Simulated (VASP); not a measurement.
# SnS2 (P-3m1) in VASP: a series of runs

SnS2 is run at these levels: PBE; tasks: electric field gradients.

Program: VASP 6.6.1. These are calculated values, not measurements. Logs are shortened: lines on timing, memory, paths and dates and some standing lists are left out, and cuts for length are marked.

**1. The cell of the first run**

Symmetry: P-3m1, No. 164, trigonal system. Conventional cell: a = 3.490 Å, b = 3.490 Å, c = 5.494 Å, α = 90.00°, β = 90.00°, γ = 120.00°. Sn (site symmetry -3m) has 6 S at 2.48 Å within 3.3 Å. S (site symmetry 3m) has 3 Sn at 2.48 Å and 3 S at 3.28 Å within 3.3 Å.

**2. Electric field gradients, PBE (equal xx and yy strain of -3 %)**

The input, INCAR:

```
PREC = Accurate ; ENCUT = 400
EDIFF = 1E-8 ; ISMEAR = -1
SIGMA = 0.01 ; LREAL = F
LASPH = T ; NELM = 120
ALGO = Normal ; ISIF = 2
LWAVE = F ; LCHARG = F
GGA = PE ; LEFG = T
NBANDS = 20 ; GGA_COMPAT = F
```

The input, KPOINTS:

```
Automatic mesh
0
Gamma
  10 10 6
```

The input, POSCAR:

```
SnS2
1.0
    3.4903513316      0.0000000000      0.0000000000
   -1.7451756658      3.0227329213      0.0000000000
    0.0000000000      0.0000000000      5.4940000000
Sn S
1 2
Direct
    0.0000000000      0.0000000000      0.0000000000
    0.6666666667      0.3333333333      0.2639000000
    0.3333333333      0.6666666667      0.7361000000
```

Potentials or basis: VASP PAW PBE potentials, release 64 (Sn_d, S).

Command:

```console
> cat potpaw_PBE.64/Sn_d/POTCAR potpaw_PBE.64/S/POTCAR > POTCAR
> mpirun -np 1 vasp_std > vasp.out
```

OUTCAR:

```text
PREC = Accurate
   ENCUT = 400
   EDIFF = 1E-8
   ISMEAR = -1
   LREAL = F
   LASPH = T
   NELM = 120
   ISIF = 2
   GGA = PE

 ion  position               nearest neighbor table
   1  0.000  0.000  0.000-   2 2.48   3 2.48   2 2.48   3 2.48   2 2.48   3 2.48
   2  0.667  0.333  0.264-   1 2.48   1 2.48   1 2.48
   3  0.333  0.667  0.736-   1 2.48   1 2.48   1 2.48

  LATTYP: Found a hexagonal cell.
 ALAT       =     3.4903513316
 C/A-ratio  =     1.5740535774

  Lattice vectors:

 A1 = (   3.4903513316,   0.0000000000,   0.0000000000)
 A2 = (  -1.7451756658,   3.0227329213,   0.0000000000)
 A3 = (   0.0000000000,   0.0000000000,   5.4940000000)

Analysis of symmetry for initial positions (statically):
=====================================================================
 Subroutine PRICEL returns:
 Original cell was already a primitive cell.

 Routine SETGRP: Setting up the symmetry group for a
 hexagonal supercell.

 Subroutine GETGRP returns: Found 12 space group operations
 (whereof 12 operations were pure point group operations)
 out of a pool of 24 trial point group operations.

The static configuration has the point symmetry D_3d.

Analysis of symmetry for dynamics (positions and initial velocities):
=====================================================================
 Subroutine PRICEL returns:
 Original cell was already a primitive cell.

 Routine SETGRP: Setting up the symmetry group for a
 hexagonal supercell.

 Subroutine GETGRP returns: Found 12 space group operations
 (whereof 12 operations were pure point group operations)
 out of a pool of 24 trial point group operations.

The dynamic configuration has the point symmetry D_3d.

 Subroutine INISYM returns: Found 12 space group operations
 (whereof 12 operations are pure point group operations),
 and found     1 'primitive' translations

----------------------------------------------------------------------------------------

                                     Primitive cell

  volume of cell :      57.9639

  direct lattice vectors                    reciprocal lattice vectors
[... 129 lines left out ...]
 Free energy of the ion-electron system (eV)
  ---------------------------------------------------
  ext. energy  EPLUGINS =         0.00000000
  ---------------------------------------------------
  free energy    TOTEN  =       -12.66161466 eV

  energy without entropy =      -12.66161466  energy(sigma->0) =      -12.66161466

 E-fermi :   7.0818     XC(G=0): -10.4453

 val. band max:        6.8688174632   @ k =   0.1000   0.0000   0.0000
 cond. band min:       8.2510752469   @ k =   0.4000  -0.0000   0.3333
 fundamental gap:      1.3822577837
 Fermi energy:         7.0818122423

 k-point     1 :       0.0000    0.0000    0.0000
  band No.  band energies     occupation
      1     -14.3859      2.00000
      2     -14.3859      2.00000
      3     -14.3137      2.00000
      4     -14.2698      2.00000
      5     -14.2698      2.00000
      6      -8.1336      2.00000
[... 541 lines left out ...]
     19      17.3814      0.00000
     20      19.1657      0.00000

 [... further k-points ...]

------------------------ aborting loop because EDIFF is reached ----------------------------------------

  FORCE on cell =-STRESS in cart. coord.  units (eV):
  Direction    XX          YY          ZZ          XY          YZ          ZX
  --------------------------------------------------------------------------------------
  -------------------------------------------------------------------------------------
  Total        6.5560270      6.5560270      5.5817709      0.0000000      0.0000000      0.0000000
  in kB      181.2148331    181.2148331    154.2854652      0.0000000      0.0000000      0.0000000
  external PRESSURE =     172.2383772 kB  Pullay stress =       0.0000000 kB

 VOLUME and BASIS-vectors are now :
 -----------------------------------------------------------------------------
  energy-cutoff  :      400.00
  volume of cell :       57.96
      direct lattice vectors                 reciprocal lattice vectors
     3.490351332  0.000000000  0.000000000     0.286504109  0.165413225  0.000000000
    -1.745175666  3.022732921  0.000000000     0.000000000  0.330826449  0.000000000
     0.000000000  0.000000000  5.494000000     0.000000000  0.000000000  0.182016746

 POSITION                                       TOTAL-FORCE (eV/Angst)
 -----------------------------------------------------------------------------------
      0.00000      0.00000      0.00000        -0.000000      0.000000     -0.000000
      1.74518      1.00758      1.44987         0.000000      0.000000      0.980779
     -0.00000      2.01516      4.04413        -0.000000     -0.000000     -0.980779
 -----------------------------------------------------------------------------------
    total drift:                               -0.000000     -0.000000      0.000000

  FREE ENERGIE OF THE ION-ELECTRON SYSTEM (eV)
  ---------------------------------------------------
  free  energy   TOTEN  =       -12.6616146599 eV

  energy  without entropy=      -12.6616146599  energy(sigma->0) =      -12.66161466

 Electric field gradients (V/A^2)
---------------------------------------------------------------------
 ion       V_xx      V_yy      V_zz      V_xy      V_xz      V_yz
---------------------------------------------------------------------
   1      -4.616    -4.616     9.231    -0.000     0.000    -0.000
   2      14.876    14.875   -29.750    -0.001     0.000    -0.000
   3      14.876    14.875   -29.750    -0.001     0.000    -0.000
---------------------------------------------------------------------

 Electric field gradients after diagonalization (V/A^2)
 (convention: |V_zz| > |V_xx| > |V_yy|)
----------------------------------------------------------------------
 ion       V_xx      V_yy      V_zz     asymmetry (V_yy - V_xx)/ V_zz
----------------------------------------------------------------------
   1      -4.616    -4.616     9.231       0.000
   2      14.876    14.874   -29.750       0.000
   3      14.876    14.874   -29.750       0.000
----------------------------------------------------------------------

           NMR quadrupolar parameters

 Cq : quadrupolar parameter    Cq=e*Q*V_zz/h
 eta: asymmetry parameters     (V_yy - V_xx)/ V_zz
 Q  : nuclear electric quadrupole moment in mb (millibarn)
----------------------------------------------------------------------
 ion       Cq(MHz)       eta       Q (mb)
----------------------------------------------------------------------
   1       0.022       0.000       1.000
   2      -0.072       0.000       1.000
   3      -0.072       0.000       1.000
----------------------------------------------------------------------
```

OSZICAR:

```text
N       E                     dE             d eps       ncg     rms          rms(c)
DAV:   1     0.191606037188E+03    0.19161E+03   -0.10825E+04  3060   0.139E+03
DAV:   2     0.766696629169E+01   -0.18394E+03   -0.17627E+03  3076   0.374E+02
DAV:   3    -0.124739681113E+02   -0.20141E+02   -0.19659E+02  3444   0.108E+02
DAV:   4    -0.131621442295E+02   -0.68818E+00   -0.68667E+00  3524   0.206E+01
DAV:   5    -0.131799690533E+02   -0.17825E-01   -0.17823E-01  4064   0.337E+00    0.109E+01
DAV:   6    -0.127048036515E+02    0.47517E+00   -0.84158E-01  4424   0.108E+01    0.756E+00
DAV:   7    -0.126652212518E+02    0.39582E-01   -0.37757E-01  3880   0.421E+00    0.196E+00
DAV:   8    -0.126613776960E+02    0.38436E-02   -0.41939E-02  3912   0.214E+00    0.793E-01
DAV:   9    -0.126616070163E+02   -0.22932E-03   -0.32152E-03  3364   0.388E-01    0.206E-01
DAV:  10    -0.126615697783E+02    0.37238E-04   -0.40243E-04  3912   0.186E-01    0.104E-01
DAV:  11    -0.126616075809E+02   -0.37803E-04   -0.44919E-05  3340   0.450E-02    0.221E-02
DAV:  12    -0.126616138594E+02   -0.62786E-05   -0.49339E-06  3568   0.172E-02    0.166E-02
DAV:  13    -0.126616146593E+02   -0.79991E-06   -0.16427E-06  3328   0.105E-02    0.458E-03
DAV:  14    -0.126616146599E+02   -0.60254E-09   -0.93225E-08  3780   0.225E-03
   1 F= -.12661615E+02 E0= -.12661615E+02  d E =-.285068E-11
```

stdout:

```text
POSCAR found type information on POSCAR SnS
 POSCAR found :  2 types and       3 ions
 scaLAPACK will be used
 LDA part: xc-table for (Slater+PW92), standard interpolation
 POSCAR, INCAR and KPOINTS ok, starting setup
 FFT: planning ... GRIDC
 FFT: planning ... GRID_SOFT
 FFT: planning ... GRID
 WAVECAR not read
 entering main loop
ion   1

ion   2

ion   3
```

Run time: 29 s. Hardware: 1 thread of Intel Xeon Platinum 8488C (Sapphire Rapids), shared host; peak memory 0.18 GiB.

Results:

| Item | Value |
| --- | --- |
| Free energy | -12.6616 eV |
| Pressure | 17.2 GPa |
| Largest force | 0.981 eV/Å |
| Band gap on the k mesh | 1.38 eV (least direct gap 2.25 eV) |
| Largest electric field gradient by atom | Sn +9.2; S -29.8 V/Å² |

Forces on the atoms (eV/Å):
```
Sn   0.000  0.000  0.000
S    0.000  0.000  0.981
S    0.000  0.000 -0.981
```

Electric field gradients, principal values (V/Å²):
| atom | least | middle | greatest (by size) |
| --- | --- | --- | --- |
| 1 Sn | -4.616 | -4.616 | 9.231 |
| 2 S | 14.874 | 14.876 | -29.750 |
| 3 S | 14.874 | 14.876 | -29.750 |

Caveat: the cell differs from its parent crystal (equal xx and yy strain of -3 %); the cell stands under pressure; without QUAD_EFG the Cq values of the log hold for a quadrupole moment of 1 mb, not for the nuclei; spin-orbit coupling is left out, which moves the levels of the heavy elements. A k mesh can miss the band edges.

**3. Electric field gradients, PBE (equal xx and yy strain of -3 %)**

The input, INCAR:

```
SYSTEM = SnS2
PREC = Accurate ; ENCUT = 400
EDIFF = 1E-8 ; ISMEAR = -1
SIGMA = 0.01 ; LREAL = .False.
LASPH = .True. ; NELM = 120
ALGO = Normal ; ISIF = 2
LWAVE = .False. ; LCHARG = .False.
GGA = PE ; LEFG = .True.
NBANDS = 20 ; GGA_COMPAT = .False.
```

The input, KPOINTS:

```
Automatic mesh
0
Gamma
  10 10 6
  0 0 0
```

POSCAR is that of step 2.

Potentials or basis: VASP PAW PBE potentials, release 64 (Sn_d, S).

Command:

```console
> cat potpaw_PBE.64/Sn_d/POTCAR potpaw_PBE.64/S/POTCAR > POTCAR
> mpirun -np 1 vasp_std > vasp.out
```

OUTCAR:

```text
SYSTEM = SnS2
   PREC = Accurate
   ENCUT = 400
   EDIFF = 1E-8
   ISMEAR = -1
   LREAL = .False.
   LASPH = .True.
   NELM = 120
   ISIF = 2
   GGA = PE

 ion  position               nearest neighbor table
   1  0.000  0.000  0.000-   2 2.48   3 2.48   2 2.48   3 2.48   2 2.48   3 2.48
   2  0.667  0.333  0.264-   1 2.48   1 2.48   1 2.48
   3  0.333  0.667  0.736-   1 2.48   1 2.48   1 2.48

  LATTYP: Found a hexagonal cell.
 ALAT       =     3.4903513316
 C/A-ratio  =     1.5740535774

  Lattice vectors:

[... 771 lines left out ...]

  energy  without entropy=      -12.6616146599  energy(sigma->0) =      -12.66161466

 Electric field gradients (V/A^2)
---------------------------------------------------------------------
 ion       V_xx      V_yy      V_zz      V_xy      V_xz      V_yz
---------------------------------------------------------------------
   1      -4.616    -4.616     9.231    -0.000     0.000    -0.000
   2      14.876    14.875   -29.750    -0.001     0.000    -0.000
   3      14.876    14.875   -29.750    -0.001     0.000    -0.000
---------------------------------------------------------------------

 Electric field gradients after diagonalization (V/A^2)
 (convention: |V_zz| > |V_xx| > |V_yy|)
----------------------------------------------------------------------
 ion       V_xx      V_yy      V_zz     asymmetry (V_yy - V_xx)/ V_zz
----------------------------------------------------------------------
   1      -4.616    -4.616     9.231       0.000
   2      14.876    14.874   -29.750       0.000
   3      14.876    14.874   -29.750       0.000
----------------------------------------------------------------------

           NMR quadrupolar parameters

 Cq : quadrupolar parameter    Cq=e*Q*V_zz/h
 eta: asymmetry parameters     (V_yy - V_xx)/ V_zz
 Q  : nuclear electric quadrupole moment in mb (millibarn)
----------------------------------------------------------------------
 ion       Cq(MHz)       eta       Q (mb)
----------------------------------------------------------------------
   1       0.022       0.000       1.000
   2      -0.072       0.000       1.000
   3      -0.072       0.000       1.000
----------------------------------------------------------------------
```

It took 29 s on 1 thread of Intel Xeon Platinum 8488C (Sapphire Rapids), shared host; peak memory 0.18 GiB.

Results:

```
Free energy                             : -12.6616 eV
Pressure                                : 17.2 GPa
Largest force                           : 0.981 eV/Å
Band gap on the k mesh                  : 1.38 eV (least direct gap 2.25 eV)
Largest electric field gradient by atom : Sn +9.2; S -29.8 V/Å²
```

Forces in eV/Å, atoms in the order of the input:
```
Sn   0.000  0.000  0.000
S    0.000  0.000  0.981
S    0.000  0.000 -0.981
```

Stress tensor (GPa, compression positive):
```
18.12  0.00  0.00
 0.00 18.12  0.00
 0.00  0.00 15.43
```

Electric field gradients, principal values (V/Å²):
```tsv
atom	least	middle	greatest (by size)
1 Sn	-4.616	-4.616	9.231
2 S	14.874	14.876	-29.750
3 S	14.874	14.876	-29.750
```

Caveat: the cell differs from its parent crystal (equal xx and yy strain of -3 %); the cell stands under pressure; without QUAD_EFG the Cq values of the log hold for a quadrupole moment of 1 mb, not for the nuclei; spin-orbit coupling is left out, which moves the levels of the heavy elements. A k mesh can miss the band edges.
